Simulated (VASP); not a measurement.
# Pt in VASP: notebook, part 2 of 2

VASP 6.6.1. Earlier steps stand in the parts before.

**3. Single point, PBEsol**

This run uses another cell than the first one.

Contents of INCAR:

```
SYSTEM = Pt
PREC = Accurate
ENCUT = 520
EDIFF = 1E-6
ISMEAR = 0
SIGMA = 0.05
LREAL = Auto
LASPH = .TRUE.
NELM = 60
ALGO = Normal
ISIF = 2
LWAVE = .FALSE.
LCHARG = .TRUE.
GGA = PS
LELF = .TRUE.
LVHAR = .TRUE.
NBANDS = 94
```

Contents of KPOINTS:

```
Automatic mesh
0
G
  1 1 8
  0 0 0
```

Contents of POSCAR:

```
Pt
1.0
   14.6000000000      0.0000000000      0.0000000000
    0.0000000000     14.8000000000      0.0000000000
    0.0000000000      0.0000000000      6.7863137234
Pt
16
Direct
    0.6917268218      0.5000000000      0.0000000000
    0.5821686379      0.3128039881      0.3333333333
    0.5821686379      0.6871960119      0.3333333333
    0.4726104540      0.5000000000      0.6666666667
    0.3630522702      0.5000000000      0.0000000000
    0.5821686379      0.5000000000      0.3333333333
    0.4726104540      0.3128039881      0.6666666667
    0.4726104540      0.6871960119      0.6666666667
    0.5273895460      0.4064019941      0.0000000000
    0.4178313621      0.5935980059      0.3333333333
    0.3082731782      0.4064019941      0.6666666667
    0.6369477298      0.5935980059      0.6666666667
    0.5273895460      0.5935980059      0.0000000000
    0.4178313621      0.4064019941      0.3333333333
    0.3082731782      0.5935980059      0.6666666667
    0.6369477298      0.4064019941      0.6666666667
```

Potentials or basis: VASP PAW PBE potentials, release 64 (Pt).

Started as:

```sh
> cat potpaw_PBE.64/Pt/POTCAR > POTCAR
> mpirun -np 1 vasp_std > vasp.out
```

OUTCAR:

```text
SYSTEM = Pt
   PREC = Accurate
   ENCUT = 520
   EDIFF = 1E-6
   ISMEAR = 0
   LREAL = Auto
   LASPH = .TRUE.
   NELM = 60
   ISIF = 2
   GGA = PS

 ion  position               nearest neighbor table
   1  0.692  0.500  0.000-  12 2.77  16 2.77  13 2.77   9 2.77   6 2.77
   2  0.582  0.313  0.333-   6 2.77   9 2.77  14 2.77  16 2.77   7 2.77
   3  0.582  0.687  0.333-   6 2.77  13 2.77  10 2.77  12 2.77   8 2.77
   4  0.473  0.500  0.667-   5 2.77   9 2.77  13 2.77  12 2.77  11 2.77  15 2.77  16 2.77  10 2.77
                            14 2.77   7 2.77   8 2.77   6 2.77
   5  0.363  0.500  0.000-   4 2.77  10 2.77  14 2.77  11 2.77  15 2.77   9 2.77  13 2.77
   6  0.582  0.500  0.333-   9 2.77  13 2.77  10 2.77  14 2.77  12 2.77  16 2.77   2 2.77   3 2.77
                             1 2.77   4 2.77
   7  0.473  0.313  0.667-   4 2.77   9 2.77  11 2.77  16 2.77  14 2.77   2 2.77
   8  0.473  0.687  0.667-   4 2.77  13 2.77  12 2.77  15 2.77  10 2.77   3 2.77
   9  0.527  0.406  0.000-  13 2.77  16 2.77   6 2.77   4 2.77   5 2.77   1 2.77   2 2.77  14 2.77
                             7 2.77
  10  0.418  0.594  0.333-  14 2.77   5 2.77   6 2.77   4 2.77  13 2.77   3 2.77   8 2.77  15 2.77

  11  0.308  0.406  0.667-  15 2.77   5 2.77   4 2.77   7 2.77  14 2.77
  12  0.637  0.594  0.667-  16 2.77  13 2.77   1 2.77   4 2.77   6 2.77   8 2.77   3 2.77
[... 680 lines left out ...]
     91      -0.9033      0.00000
     92      -0.8073      0.00000
 [bands above 92 left out]

------------------------ aborting loop because EDIFF is reached ----------------------------------------

  FORCE on cell =-STRESS in cart. coord.  units (eV):
  Direction    XX          YY          ZZ          XY          YZ          ZX
  --------------------------------------------------------------------------------------
  -------------------------------------------------------------------------------------
  Total      -22.0934145    -24.8846656    -42.1749133      0.0000000      0.0000000     -0.9092172
  in kB      -24.1393137    -27.1890409    -46.0804039      0.0000000      0.0000000     -0.9934128
  external PRESSURE =     -32.4695862 kB  Pullay stress =       0.0000000 kB

 VOLUME and BASIS-vectors are now :
 -----------------------------------------------------------------------------
  energy-cutoff  :      520.00
  volume of cell :     1466.39
      direct lattice vectors                 reciprocal lattice vectors
    14.600000000  0.000000000  0.000000000     0.068493151  0.000000000  0.000000000
     0.000000000 14.800000000  0.000000000     0.000000000  0.067567568  0.000000000
     0.000000000  0.000000000  6.786313723     0.000000000  0.000000000  0.147355404

 POSITION                                       TOTAL-FORCE (eV/Angst)
 -----------------------------------------------------------------------------------
     10.09921      7.40000      0.00000        -1.828075      0.000000     -0.855326
      8.49966      4.62950      2.26210        -0.981379      2.100121      0.524492
      8.49966     10.17050      2.26210        -0.981379     -2.100121      0.524492
      6.90011      7.40000      4.52421        -0.025592      0.000000      0.251854
      5.30056      7.40000      0.00000         0.568710      0.000000     -0.290438
      8.49966      7.40000      2.26210         0.916180      0.000000     -0.536102
[... 8 lines left out ...]
      4.50079      8.78525      4.52421         1.799567     -1.067310      0.047699
      9.29944      6.01475      4.52421        -0.989692      0.436805      0.074848
 -----------------------------------------------------------------------------------
    total drift:                                0.002107      0.000000     -0.020475

  FREE ENERGIE OF THE ION-ELECTRON SYSTEM (eV)
  ---------------------------------------------------
  free  energy   TOTEN  =       -86.2837887013 eV

  energy  without entropy=      -86.2136275873  energy(sigma->0) =      -86.24870814
```

Run time: 24 min. Hardware: 1 thread of Intel Xeon 6975P-C (Granite Rapids), shared host; peak memory 1.4 GiB.

What came out:

* Free energy: -86.2838 eV
* Largest force: 2.377 eV/Å
* Band gap on the k mesh: zero (bands 80 and 81 overlap by 0.03 eV)

Forces on the atoms (eV/Å):
```
Pt  -1.828  0.000 -0.855
Pt  -0.981  2.100  0.524
Pt  -0.981 -2.100  0.524
Pt  -0.026  0.000  0.252
Pt   0.569  0.000 -0.290
Pt   0.916  0.000 -0.536
Pt   0.314  1.655 -0.199
Pt   0.314 -1.655 -0.199
Pt  -0.008 -0.565  0.261
Pt   0.050 -0.462  0.006
Pt   1.800  1.067  0.048
Pt  -0.990 -0.437  0.075
Pt  -0.008  0.565  0.261
Pt   0.050  0.462  0.006
Pt   1.800 -1.067  0.048
Pt  -0.990  0.437  0.075
```

Levels at points of the mesh, in eV from the Fermi level:
```
           k point  band 76  band 77  band 78  band 79  band 80  band 81  band 82  band 83  band 84  band 85
(0.00, 0.00, 0.00)    -0.18    -0.09    -0.07    -0.02     0.01     0.02     0.02     0.06     0.17     0.19
(0.00, 0.00, 0.50)    -0.16    -0.11    -0.09    -0.06    -0.01     0.00     0.03     0.06     0.10     0.17
```

Caveat: the PAW data sets were made with another functional, which shifts forces and pressure a little; spin-orbit coupling is left out, which moves the levels of the heavy elements.
